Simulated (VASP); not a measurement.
# PtSe2 (Sudovikovite) (P-3m1) in VASP: settings compared, part 3 of 3

VASP 6.6.1.

**6. Single point, PBEsol**

This run uses another cell than the first one, of 19.78 Å³/atom, 0.976 times its volume.

The input, INCAR:

```
  PREC = Accurate
  ENCUT = 520
  EDIFF = 1E-7
  ISMEAR = -1
  SIGMA = 0.05
  LREAL = False
  LASPH = True
  NELM = 80
  ALGO = Normal
  ISIF = 2
  LWAVE = False
  LCHARG = True
  GGA = PS
  LELF = True
  LVHAR = True
  NBANDS = 18
```

The input, KPOINTS:

```
Automatic mesh
0
Gamma
  8 8 5
```

The input, POSCAR:

```
PtSe2
1.0
    3.7578492582      0.0000000000      0.0000000000
   -1.8789246291      3.2543929212      0.0000000000
    0.0000000000      0.0000000000      4.8533999079
Pt Se
1 2
Direct
    0.0000000000      0.0000000000      0.0000000000
    0.6666666667      0.3333333333      0.7378729133
    0.3333333333      0.6666666667      0.2621270867
```

Potentials or basis: VASP PAW PBE potentials, release 64 (Pt, Se).

Run with:

```bash
$ cat potpaw_PBE.64/Pt/POTCAR potpaw_PBE.64/Se/POTCAR > POTCAR
$ mpirun -np 1 vasp_std > vasp.out
```

OUTCAR:

```text
PREC = Accurate
   ENCUT = 520
   EDIFF = 1E-7
   ISMEAR = -1
   LREAL = False
   LASPH = True
   NELM = 80
   ISIF = 2
   GGA = PS

 ion  position               nearest neighbor table
   1  0.000  0.000  0.000-   2 2.52   3 2.52   2 2.52   3 2.52   2 2.52   3 2.52
   2  0.667  0.333  0.738-   1 2.52   1 2.52   1 2.52
   3  0.333  0.667  0.262-   1 2.52   1 2.52   1 2.52

  LATTYP: Found a hexagonal cell.
 ALAT       =     3.7578492582
 C/A-ratio  =     1.2915366143

  Lattice vectors:

 A1 = (   3.7578492582,   0.0000000000,   0.0000000000)
 A2 = (  -1.8789246291,   3.2543929212,   0.0000000000)
 A3 = (   0.0000000000,   0.0000000000,   4.8533999079)

Analysis of symmetry for initial positions (statically):
=====================================================================
 Subroutine PRICEL returns:
 Original cell was already a primitive cell.

 Routine SETGRP: Setting up the symmetry group for a
 hexagonal supercell.

 Subroutine GETGRP returns: Found 12 space group operations
 (whereof 12 operations were pure point group operations)
 out of a pool of 24 trial point group operations.

The static configuration has the point symmetry D_3d.

Analysis of symmetry for dynamics (positions and initial velocities):
=====================================================================
 Subroutine PRICEL returns:
 Original cell was already a primitive cell.

 Routine SETGRP: Setting up the symmetry group for a
 hexagonal supercell.

 Subroutine GETGRP returns: Found 12 space group operations
 (whereof 12 operations were pure point group operations)
 out of a pool of 24 trial point group operations.

The dynamic configuration has the point symmetry D_3d.

 Subroutine INISYM returns: Found 12 space group operations
 (whereof 12 operations are pure point group operations),
 and found     1 'primitive' translations

[... 114 lines left out ...]
   IMIX   =      4    mixing-type and parameters
     AMIX     =   0.40;   BMIX     =  1.00
     AMIX_MAG =   1.60;   BMIX_MAG =  1.00
  volume/ion in A,a.u.               =      19.78       133.52
  Fermi-wavevector in a.u.,A,eV,Ry     =   1.175973  2.222266 18.815658  1.382912
  Thomas-Fermi vector in A             =   2.312344
   LORBIT       =      0    0 simple, 1 ext, 2 COOP (PROOUT), +10 PAW based schemes
   GGA     = PS    functional components
   LHFCALC =     F    Hartree Fock is set to
   AEXX    =    0.0000 exact exchange contribution
   IVDW    =     0    specifies the selected vdW correction
   LEPSILON=     F    determine dielectric tensor
   LRPA    =     F    only Hartree local field effects (RPA)
 non-spin polarized calculation
  energy-cutoff  :      520.00
  volume of cell :       59.35
 maximum number of plane-waves:      1612
   NGX = 13   NGY = 13   NGZ = 19

 number of electron      21.9999996 magnetization

 Free energy of the ion-electron system (eV)
  ---------------------------------------------------
  ext. energy  EPLUGINS =         0.00000000
  ---------------------------------------------------
  free energy    TOTEN  =       -15.91199685 eV

  energy without entropy =      -15.90770166  energy(sigma->0) =      -15.90984926

 E-fermi :   6.6430     XC(G=0): -10.9809

 val. band max:        6.5846709715   @ k =   0.3750   0.2500   0.0000
 cond. band min:       6.7326270101   @ k =  -0.1250   0.3750   0.2000
 fundamental gap:      0.1479560387
 Fermi energy:         6.6429933912

 k-point     1 :       0.0000    0.0000    0.0000
  band No.  band energies     occupation
      1      -9.1275      2.00000
      2      -6.0302      2.00000
      3      -0.5964      2.00000
      4       0.2670      2.00000
      5       0.2670      2.00000
      6       2.7469      2.00000
[... 481 lines left out ...]
      5       0.8715      2.00000
      6       1.7545      2.00000
[... 10 lines left out ...]
     17      14.7421      0.00000
     18      15.7074      0.00000

 [... further k-points ...]

------------------------ aborting loop because EDIFF is reached ----------------------------------------

  FORCE on cell =-STRESS in cart. coord.  units (eV):
  Direction    XX          YY          ZZ          XY          YZ          ZX
  --------------------------------------------------------------------------------------
  -------------------------------------------------------------------------------------
  Total        0.0295732      0.0295732      0.0166279     -0.0000000      0.0000000     -0.0000000
  in kB        0.7982777      0.7982777      0.4488399     -0.0000000      0.0000000     -0.0000000
  external PRESSURE =       0.6817984 kB  Pullay stress =       0.0000000 kB

 VOLUME and BASIS-vectors are now :
 -----------------------------------------------------------------------------
  energy-cutoff  :      520.00
  volume of cell :       59.35
      direct lattice vectors                 reciprocal lattice vectors
     3.757849258  0.000000000  0.000000000     0.266109663  0.153638486  0.000000000
    -1.878924629  3.254392921  0.000000000     0.000000000  0.307276971  0.000000000
     0.000000000  0.000000000  4.853399908     0.000000000  0.000000000  0.206041130

 POSITION                                       TOTAL-FORCE (eV/Angst)
 -----------------------------------------------------------------------------------
      0.00000      0.00000      0.00000        -0.000000      0.000000      0.000000
      1.87892      1.08480      3.58119        -0.000000      0.000000     -0.015541
     -0.00000      2.16960      1.27221         0.000000     -0.000000      0.015541
 -----------------------------------------------------------------------------------
    total drift:                               -0.000000      0.000000      0.000000

  FREE ENERGIE OF THE ION-ELECTRON SYSTEM (eV)
  ---------------------------------------------------
  free  energy   TOTEN  =       -15.9119968490 eV

  energy  without entropy=      -15.9077016625  energy(sigma->0) =      -15.90984926
```

OSZICAR:

```text
N       E                     dE             d eps       ncg     rms          rms(c)
DAV:   1     0.106978465315E+03    0.10698E+03   -0.10104E+04  1448   0.108E+03
DAV:   2    -0.117794004498E+02   -0.11876E+03   -0.11522E+03  1754   0.213E+02
DAV:   3    -0.166983568340E+02   -0.49190E+01   -0.48571E+01  1712   0.426E+01
DAV:   4    -0.167345401585E+02   -0.36183E-01   -0.36168E-01  1804   0.398E+00
DAV:   5    -0.167348890805E+02   -0.34892E-03   -0.34891E-03  1676   0.380E-01    0.127E+01
DAV:   6    -0.161597142236E+02    0.57517E+00   -0.44516E+00  1494   0.186E+01    0.776E+00
DAV:   7    -0.159381148412E+02    0.22160E+00   -0.85230E-01  1488   0.889E+00    0.384E+00
DAV:   8    -0.159148214529E+02    0.23293E-01   -0.55676E-02  1572   0.157E+00    0.808E-01
DAV:   9    -0.159119894777E+02    0.28320E-02   -0.67155E-03  1562   0.756E-01    0.193E-01
DAV:  10    -0.159119995934E+02   -0.10116E-04   -0.11666E-03  1596   0.202E-01    0.347E-02
DAV:  11    -0.159119972803E+02    0.23132E-05   -0.43976E-05  1740   0.467E-02    0.252E-02
DAV:  12    -0.159119968549E+02    0.42537E-06   -0.34962E-06  1636   0.111E-02    0.634E-03
DAV:  13    -0.159119968490E+02    0.58619E-08   -0.56391E-07  1728   0.475E-03
   1 F= -.15911997E+02 E0= -.15909849E+02  d E =-.429519E-02
```

It took 28 s on 1 thread of Intel Xeon Platinum 8559C (Emerald Rapids), shared host; peak memory 0.19 GiB.

What came out:

| Item | Value |
| --- | --- |
| Free energy | -15.9120 eV |
| Pressure | 0.1 GPa |
| Largest force | 0.016 eV/Å |
| Band gap on the k mesh | zero (band 11 reaches 7.36 eV, above the bottom of band 12 at 6.58 eV) |

Forces in eV/Å, atoms in the order of the input:
```
Pt   0.000  0.000  0.000
Se   0.000  0.000 -0.016
Se   0.000  0.000  0.016
```

Levels at points of the mesh, in eV from the Fermi level:
```tsv
k point	band 8	band 9	band 10	band 11	band 12	band 13	band 14	band 15
(0.00, 0.00, 0.00)	-2.53	-1.06	-1.06	0.72	1.13	1.13	3.22	4.03
(0.50, 0.00, 0.00)	-3.75	-3.41	-3.34	-2.98	0.48	2.47	4.90	5.95
```

Caveat: the PAW data sets were made with another functional, which shifts forces and pressure a little; spin-orbit coupling is left out, which moves the levels of the heavy elements.

**7. Overview**

```csv
task,level,cell,cutoff (eV),gap on the mesh (eV),pressure (GPa),largest force (eV/Å)
relaxation of cell and atoms,SVWN5,"relaxed from a = 3.724, b = 3.724, c = 5.062 Å, angles 90.0, 90.0, 120.0°, 3 atoms",600,none,0.0,-
single point,PBEsol+D3(BJ),"a = 3.736, b = 3.736, c = 4.643 Å, angles 90.0, 90.0, 120.0°, 3 atoms",520,none,0.1,0.01
single point,PBEsol+D3(BJ),"a = 3.740, b = 3.740, c = 4.675 Å, angles 90.0, 90.0, 120.0°, 3 atoms",520,none,-0.6,0.02
single point,PBEsol+D4,"a = 3.745, b = 3.745, c = 4.708 Å, angles 90.0, 90.0, 120.0°, 3 atoms",520,none,0.1,0.02
single point,PBEsol,"a = 3.758, b = 3.758, c = 4.853 Å, angles 90.0, 90.0, 120.0°, 3 atoms",520,none,0.1,0.02
```

Alike in all rows: potentials or basis VASP PAW PBE potentials, release 64 (Pt, Se); no spin polarisation; k mesh 8 × 8 × 5; smearing fermi-dirac 0.05 eV.

Caveats: the PAW data sets were made with another functional, which shifts forces and pressure a little; spin-orbit coupling is left out, which moves the levels of the heavy elements; pairwise dispersion overbinds metals, which lowers pressure and volume (some runs); three body term missing (some runs).

Total energies depend on the potentials used, so only differences within one code and one set of settings carry meaning.
